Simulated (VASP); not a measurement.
# Nb (P6/mmm) in VASP: a series of runs

The runs below take Nb through single point, with PBE.

All numbers are computed with VASP 6.6.1; they aren't measurements. Logs are shortened: lines on timing, memory, paths and dates and some standing lists are left out, and cuts for length are marked.

### Step 1. The cell of the first run

Symmetry: P6/mmm, No. 191, hexagonal system. The conventional cell has a = 4.667 Å, b = 4.667 Å, c = 2.587 Å, α = 90.00°, β = 90.00°, γ = 120.00°. Within 3.4 Å of Nb (site symmetry 6/mmm) lie 14 Nb at 2.59 to 2.99 Å. Nb (site symmetry -6m2) has 11 Nb at 2.59 to 2.99 Å within 3.4 Å.

### Step 2. Single point, PBE

Contents of INCAR:

```
PREC = Accurate ; ENCUT = 520
EDIFF = 1E-7 ; ISMEAR = -1
SIGMA = 0.05 ; LREAL = F
LASPH = T ; NELM = 60
ALGO = Normal ; ISIF = 2
LWAVE = F ; LCHARG = F
GGA = PE ; NBANDS = 26
```

Contents of KPOINTS:

```
regular mesh
0
Gamma
  9 9 12
```

Contents of POSCAR:

```
Nb
1.0
    4.6673641556      0.0000000000      0.0000000000
   -2.3336820778      4.0420559274      0.0000000000
    0.0000000000      0.0000000000      2.5874496101
Nb
3
Direct
    0.0000000000      0.0000000000      0.0000000000
    0.3333333333      0.6666666667      0.5000000000
    0.6666666667      0.3333333333      0.5000000000
```

Potentials or basis: VASP PAW PBE potentials, release 64 (Nb_sv).

Command:

```bash
> cat potpaw_PBE.64/Nb_sv/POTCAR > POTCAR
> mpirun -np 1 vasp_std > vasp.out
```

OUTCAR:

```text
PREC = Accurate
   ENCUT = 520
   EDIFF = 1E-7
   ISMEAR = -1
   LREAL = F
   LASPH = T
   NELM = 60
   ISIF = 2
   GGA = PE

 ion  position               nearest neighbor table
   1  0.000  0.000  0.000-   2 2.99   3 2.99   2 2.99   3 2.99   2 2.99   2 2.99   3 2.99   3 2.99
                             3 2.99   3 2.99   2 2.99   2 2.99
   2  0.333  0.667  0.500-   3 2.69   3 2.69   3 2.69   1 2.99   1 2.99   1 2.99   1 2.99   1 2.99
                             1 2.99
   3  0.667  0.333  0.500-   2 2.69   2 2.69   2 2.69   1 2.99   1 2.99   1 2.99   1 2.99   1 2.99
                             1 2.99

  LATTYP: Found a hexagonal cell.
 ALAT       =     4.6673641556
 C/A-ratio  =     0.5543706306

  Lattice vectors:

 A1 = (   4.6673641556,   0.0000000000,   0.0000000000)
 A2 = (  -2.3336820778,   4.0420559274,   0.0000000000)
 A3 = (   0.0000000000,   0.0000000000,   2.5874496101)

Analysis of symmetry for initial positions (statically):
=====================================================================
 Subroutine PRICEL returns:
 Original cell was already a primitive cell.

 Routine SETGRP: Setting up the symmetry group for a
 hexagonal supercell.

 Subroutine GETGRP returns: Found 24 space group operations
 (whereof 24 operations were pure point group operations)
 out of a pool of 24 trial point group operations.

The static configuration has the point symmetry D_6h.

Analysis of symmetry for dynamics (positions and initial velocities):
=====================================================================
 Subroutine PRICEL returns:
 Original cell was already a primitive cell.

 Routine SETGRP: Setting up the symmetry group for a
 hexagonal supercell.

 Subroutine GETGRP returns: Found 24 space group operations
 (whereof 24 operations were pure point group operations)
 out of a pool of 24 trial point group operations.

The dynamic configuration has the point symmetry D_6h.

 Subroutine INISYM returns: Found 24 space group operations
 (whereof 24 operations are pure point group operations),
 and found     1 'primitive' translations

----------------------------------------------------------------------------------------

                                     Primitive cell

  volume of cell :      48.8142

  direct lattice vectors                    reciprocal lattice vectors
     4.667364156  0.000000000  0.000000000     0.214253692  0.123699426  0.000000000
    -2.333682078  4.042055927  0.000000000     0.000000000  0.247398853  0.000000000
     0.000000000  0.000000000  2.587449610     0.000000000  0.000000000  0.386480956

  length of vectors
     4.667364156  4.667364156  2.587449610     0.247398853  0.247398853  0.386480956

  position of ions in fractional coordinates (direct lattice)
     0.000000000  0.000000000  0.000000000
     0.333333333  0.666666667  0.500000000
     0.666666667  0.333333333  0.500000000

  ion indices of the primitive-cell ions
   primitive index   ion index
                 1           1
                 2           2
                 3           3

----------------------------------------------------------------------------------------

 KPOINTS: regular mesh

Automatic generation of k-mesh.
 Grid dimensions read from file:
 generate k-points for:    9    9   12

 Generating k-lattice:

  Cartesian coordinates                     Fractional coordinates (reciprocal lattice)
     0.023805966  0.013744381  0.000000000     0.111111111  0.000000000  0.000000000
     0.000000000  0.027488761  0.000000000     0.000000000  0.111111111  0.000000000
     0.000000000  0.000000000  0.032206746     0.000000000  0.000000000  0.083333333

  Length of vectors
     0.027488761  0.027488761  0.032206746

  Shift w.r.t. Gamma in fractional coordinates (k-lattice)
     0.000000000  0.000000000  0.000000000

 Subroutine IBZKPT returns following result:
 ===========================================

 Found     84 irreducible k-points:

 Following reciprocal coordinates:
            Coordinates               Weight
  0.000000  0.000000  0.000000      1.000000
  0.111111 -0.000000  0.000000      6.000000
  0.222222 -0.000000  0.000000      6.000000
  0.333333 -0.000000  0.000000      6.000000
  0.444444 -0.000000  0.000000      6.000000
  0.111111  0.111111  0.000000      6.000000
[... 16 lines left out ...]
  0.333333  0.222222  0.083333     24.000000
  0.333333  0.333333  0.083333      4.000000
 [... further k-points ...]
   k-points           NKPTS =     84   k-points in BZ     NKDIM =     84   number of bands    NBANDS=     26
   number of dos      NEDOS =    301   number of ions     NIONS =      3
   total plane-waves  NPLWV =  25920
   dimension x,y,z NGX =    36 NGY =   36 NGZ =   20
   dimension x,y,z NGXF=    72 NGYF=   72 NGZF=   40
   ions per type =               3
   NGX,Y,Z   is equivalent  to a cutoff of  12.82, 12.82, 12.85 a.u.
   NGXF,Y,Z  is equivalent  to a cutoff of  25.65, 25.65, 25.70 a.u.
 SYSTEM =  unknown system
   PREC   = accura    normal or accurate (medium, high low for compatibility)
   ISTART =      0    job   : 0-new  1-cont  2-samecut
   ICHARG =      2    charge: 1-file 2-atom 10-const
   ISPIN  =      1    spin polarized calculation?
   LNONCOLLINEAR =      F non collinear calculations
   LSORBIT =      F    spin-orbit coupling
   LASPH  =      T    aspherical Exc in radial PAW
   ENCUT  =  520.0 eV  38.22 Ry    6.18 a.u.   8.68  8.68  4.81*2*pi/ulx,y,z
   NELM   =     60;   NELMIN=  2; NELMDL= -5     # of ELM steps
   EDIFF  = 0.1E-06   stopping-criterion for ELM
   LREAL  =      F    real-space projection
   EDIFFG = 0.1E-05   stopping-criterion for IOM
   NSW    =      0    number of steps for IOM
   IBRION =     -1    ionic relax: 0-MD 1-quasi-New 2-CG
   NFREE  =      0    steps in history (QN), initial steepest desc. (CG)
   ISIF   =      2    stress and relaxation
   ISYM   =      2    0-nonsym 1-usesym 2-fastsym
   POTIM  = 0.5000    time-step for ionic-motion
   TEBEG  =    0.0;   TEEND  =   0.0 temperature during run
   PSTRESS=    0.0 pullay stress
   NELECT =      39.0000    total number of electrons
   NUPDOWN=      -1.0000    fix difference up-down
   EMIN   =  10.00;   EMAX   =-10.00  energy-range for DOS
   EFERMI =   0.00;   METHOD = LEGACY
   ISMEAR =    -1;   SIGMA  =   0.05  broadening in eV -4-tet -1-fermi 0-gaus
   EFERMI_NEDOS =   21; number of points for ismear=-14 and -15
   IALGO  =     38    algorithm
   IMIX   =      4    mixing-type and parameters
     AMIX     =   0.40;   BMIX     =  1.00
     AMIX_MAG =   1.60;   BMIX_MAG =  1.00
  volume/ion in A,a.u.               =      16.27       109.80
  Fermi-wavevector in a.u.,A,eV,Ry     =   1.519081  2.870648 31.396920  2.307608
  Thomas-Fermi vector in A             =   2.628115
   LORBIT       =      0    0 simple, 1 ext, 2 COOP (PROOUT), +10 PAW based schemes
   GGA     = PE    functional components
   LHFCALC =     F    Hartree Fock is set to
   AEXX    =    0.0000 exact exchange contribution
   IVDW    =     0    specifies the selected vdW correction
   LEPSILON=     F    determine dielectric tensor
   LRPA    =     F    only Hartree local field effects (RPA)
 non-spin polarized calculation
  energy-cutoff  :      520.00
  volume of cell :       48.81
 maximum number of plane-waves:      1342
 NGX is ok and might be reduce to    36

 number of electron      39.0000003 magnetization

 Free energy of the ion-electron system (eV)
  ---------------------------------------------------
  ext. energy  EPLUGINS =         0.00000000
  ---------------------------------------------------
  free energy    TOTEN  =       -29.56810021 eV

  energy without entropy =      -29.54703450  energy(sigma->0) =      -29.55756735

 E-fermi :  12.8838     XC(G=0): -13.0232

 val. band max:       12.8618419274   @ k =   0.3333   0.3333   0.5000
 cond. band min:      12.8872848969   @ k =   0.3333   0.3333   0.0833
 fundamental gap:      0.0254429695
 Fermi energy:        12.8837585039

 k-point     1 :       0.0000    0.0000    0.0000
  band No.  band energies     occupation
      1     -41.7020      2.00000
      2     -41.3536      2.00000
      3     -41.3222      2.00000
      4     -18.1777      2.00000
      5     -18.1777      2.00000
      6     -17.8460      2.00000
[... 18 lines left out ...]
     25      16.0819      0.00000
     26      16.0819      0.00000

 k-point     2 :       0.1111   -0.0000    0.0000
  band No.  band energies     occupation
      1     -41.6899      2.00000
      2     -41.3579      2.00000
      3     -41.3308      2.00000
      4     -18.2577      2.00000
      5     -18.2227      2.00000
      6     -17.7490      2.00000
[... 18 lines left out ...]
     25      16.5534      0.00000
     26      16.6072      0.00000

 k-point     3 :       0.2222   -0.0000    0.0000
  band No.  band energies     occupation
      1     -41.6553      2.00000
      2     -41.3723      2.00000
      3     -41.3528      2.00000
      4     -18.3844      2.00000
      5     -18.2416      2.00000
      6     -17.5727      2.00000
[... 18 lines left out ...]
     25      17.0805      0.00000
     26      17.2511      0.00000

 k-point     4 :       0.3333   -0.0000    0.0000
  band No.  band energies     occupation
      1     -41.6040      2.00000
      2     -41.4089      2.00000
      3     -41.3697      2.00000
      4     -18.4842      2.00000
      5     -18.1625      2.00000
      6     -17.3953      2.00000
[... 18 lines left out ...]
     25      17.4107      0.00000
     26      17.6090      0.00000
[... 496 lines left out ...]
      1     -41.5549      2.00000
      2     -41.3906      2.00000
      3     -41.3783      2.00000
      4     -18.3677      2.00000
      5     -18.2130      2.00000
      6     -17.5322      2.00000
[... 18 lines left out ...]
     25      16.5072      0.00000
     26      17.7747      0.00000

 k-point    23 :       0.3333    0.2222    0.0833
  band No.  band energies     occupation
      1     -41.5035      2.00000
      2     -41.4333      2.00000
      3     -41.3881      2.00000
      4     -18.3677      2.00000
      5     -18.0863      2.00000
      6     -17.7960      2.00000
[... 18 lines left out ...]
     25      16.2601      0.00000
     26      17.3332      0.00000

 k-point    24 :       0.3333    0.3333    0.0833
  band No.  band energies     occupation
      1     -41.4614      2.00000
      2     -41.4614      2.00000
      3     -41.4025      2.00000
      4     -18.3009      2.00000
      5     -18.0029      2.00000
      6     -18.0029      2.00000
[... 18 lines left out ...]
     25      16.8253      0.00000
     26      16.8276      0.00000

 [... further k-points ...]
[... 5 lines left out ...]
  --------------------------------------------------------------------------------------
  -------------------------------------------------------------------------------------
  Total        7.9595593      7.9595593      8.0083344      0.0000000     -0.0000000      0.0000000
  in kB      261.2484368    261.2484368    262.8493316      0.0000000     -0.0000000      0.0000000
  external PRESSURE =     261.7820684 kB  Pullay stress =       0.0000000 kB

 VOLUME and BASIS-vectors are now :
 -----------------------------------------------------------------------------
  energy-cutoff  :      520.00
  volume of cell :       48.81
      direct lattice vectors                 reciprocal lattice vectors
     4.667364156  0.000000000  0.000000000     0.214253692  0.123699426  0.000000000
    -2.333682078  4.042055927  0.000000000     0.000000000  0.247398853  0.000000000
     0.000000000  0.000000000  2.587449610     0.000000000  0.000000000  0.386480956

 POSITION                                       TOTAL-FORCE (eV/Angst)
 -----------------------------------------------------------------------------------
      0.00000      0.00000      0.00000         0.000000      0.000000     -0.000000
     -0.00000      2.69470      1.29372         0.000000      0.000000      0.000000
      2.33368      1.34735      1.29372        -0.000000     -0.000000     -0.000000
 -----------------------------------------------------------------------------------
    total drift:                                0.000000      0.000000     -0.000000

  FREE ENERGIE OF THE ION-ELECTRON SYSTEM (eV)
  ---------------------------------------------------
  free  energy   TOTEN  =       -29.5681002075 eV

  energy  without entropy=      -29.5470345006  energy(sigma->0) =      -29.55756735
```

Run time: 58 s. Hardware: 1 thread of AMD EPYC 9R45 (Zen 5), shared host; peak memory 0.19 GiB.

Results:

```
Free energy : -29.5681 eV
Pressure    : 26.2 GPa
```

Levels at points of the mesh, in eV from the Fermi level:
| k point | band 17 | band 18 | band 19 | band 20 | band 21 | band 22 |
| --- | --- | --- | --- | --- | --- | --- |
| (0.00, 0.00, 0.00) | -1.24 | -1.23 | -1.23 | -1.12 | 0.62 | 0.62 |
| (0.00, 0.00, 0.50) | -1.92 | -0.66 | -0.14 | -0.14 | 1.29 | 1.29 |

### Step 3. Single point, PBE

Contents of INCAR:

```
SYSTEM = Nb
PREC     = Accurate       ! precision mode
ENCUT    = 520            ! plane-wave cutoff, eV
EDIFF    = 1E-7           ! SCF threshold, eV
ISMEAR   = -1             ! smearing method
SIGMA    = 0.05           ! smearing width, eV
LREAL    = .False.        ! projectors in reciprocal space
LASPH    = .True.         ! aspherical terms in the spheres
NELM     = 100            ! most SCF steps
ALGO     = Normal         ! electronic algorithm
ISIF     = 2              ! what is computed and relaxed
LWAVE    = .False.        ! write WAVECAR
LCHARG   = .False.        ! write CHGCAR
GGA      = PE             ! functional
NBANDS   = 26             ! bands
```

Contents of KPOINTS:

```
regular mesh
0
Gamma
  9 9 12
  0 0 0
```

POSCAR is that of step 2.

Potentials or basis: VASP PAW PBE potentials, release 64 (Nb_sv).

Command:

```bash
> cat potpaw_PBE.64/Nb_sv/POTCAR > POTCAR
> mpirun -np 1 vasp_std > vasp.out
```

Wall time 63 s (1 thread of AMD EPYC 9R45 (Zen 5), shared host); peak memory 0.19 GiB.

Results (log left out):

```yaml
Free_energy: -29.5681 eV
Pressure: 26.2 GPa
```

Stress tensor (GPa, compression positive):
```
26.12  0.00  0.00
 0.00 26.12  0.00
 0.00  0.00 26.28
```

Levels at points of the mesh, in eV from the Fermi level:
| k point | band 16 | band 17 | band 18 | band 19 | band 20 | band 21 | band 22 | band 23 |
| --- | --- | --- | --- | --- | --- | --- | --- | --- |
| (0.00, 0.00, 0.00) | -1.24 | -1.24 | -1.23 | -1.23 | -1.12 | 0.62 | 0.62 | 3.15 |
| (0.00, 0.00, 0.50) | -3.36 | -1.92 | -0.66 | -0.14 | -0.14 | 1.29 | 1.29 | 4.21 |

### Step 4. Single point, PBE

This run uses another cell than the first one, of 18.49 Å³/atom, 1.136 times its volume.

Contents of INCAR:

```
PREC = Accurate ; ENCUT = 520
EDIFF = 1E-6 ; ISMEAR = -1
SIGMA = 0.05 ; LREAL = False
LASPH = True ; NELM = 60
ALGO = Normal ; ISIF = 2
LWAVE = False ; LCHARG = False
GGA = PE ; NBANDS = 26
```

Contents of KPOINTS:

```
regular mesh
0
Gamma
  9 9 12
```

Contents of POSCAR:

```
Nb
1.0
    4.8841573460      0.0000000000      0.0000000000
   -2.4420786730      4.2298043377      0.0000000000
    0.0000000000      0.0000000000      2.6850557581
Nb
3
Direct
    0.0000000000      0.0000000000      0.0000000000
    0.3333333333      0.6666666667      0.5000000000
    0.6666666667      0.3333333333      0.5000000000
```

Command:

```bash
> cat potpaw_PBE.64/Nb_sv/POTCAR > POTCAR
> mpirun -np 1 vasp_std > vasp.out
```

It took 67 s on 1 thread of AMD EPYC 9R45 (Zen 5), shared host; peak memory 0.19 GiB.

Results (log left out):

```yaml
Free_energy: -30.0552 eV
Pressure: -0.3 GPa
```

Stress tensor (GPa, compression positive):
```
-0.33  0.00  0.00
 0.00 -0.33  0.00
 0.00  0.00 -0.25
```

Levels at points of the mesh, in eV from the Fermi level:
```tsv
k point	band 18	band 19	band 20	band 21	band 22	band 23
(0.00, 0.00, 0.00)	-1.18	-1.18	-0.97	0.63	0.63	2.93
(0.00, 0.00, 0.50)	-0.78	-0.04	-0.04	1.14	1.14	3.62
```

### Step 5. Single point, PBE

This run uses another cell than the first one, of 18.49 Å³/atom, 1.136 times its volume.

Contents of INCAR:

```
SYSTEM = Nb
  ALGO = Normal
  EDIFF = 1E-6
  ENCUT = 520
  GGA = PE
  ISIF = 2
  ISMEAR = -1
  LASPH = .TRUE.
  LCHARG = .TRUE.
  LELF = .TRUE.
  LREAL = .FALSE.
  LVHAR = .TRUE.
  LWAVE = .FALSE.
  NBANDS = 26
  NELM = 100
  PREC = Accurate
  SIGMA = 0.05
```

Contents of KPOINTS:

```
k-points
0
G
  9 9 12
  0 0 0
```

POSCAR is that of step 4.

Command:

```bash
> cat potpaw_PBE.64/Nb_sv/POTCAR > POTCAR
> mpirun -np 1 vasp_std > vasp.out
```

It took 66 s on 1 thread of AMD EPYC 9R45 (Zen 5), shared host; peak memory 0.19 GiB.

It converged, with:

- Free energy: -30.0552 eV
- Pressure: -0.3 GPa

Stress tensor (GPa, compression positive):
```
-0.33  0.00  0.00
 0.00 -0.33  0.00
 0.00  0.00 -0.25
```

Levels at points of the mesh, in eV from the Fermi level:
```csv
k point,band 16,band 17,band 18,band 19,band 20,band 21,band 22,band 23,band 24,band 25
"(0.00, 0.00, 0.00)",-1.18,-1.18,-1.18,-1.18,-0.97,0.63,0.63,2.93,2.93,2.95
"(0.00, 0.00, 0.50)",-2.79,-1.91,-0.78,-0.04,-0.04,1.14,1.14,3.62,3.62,4.21
```
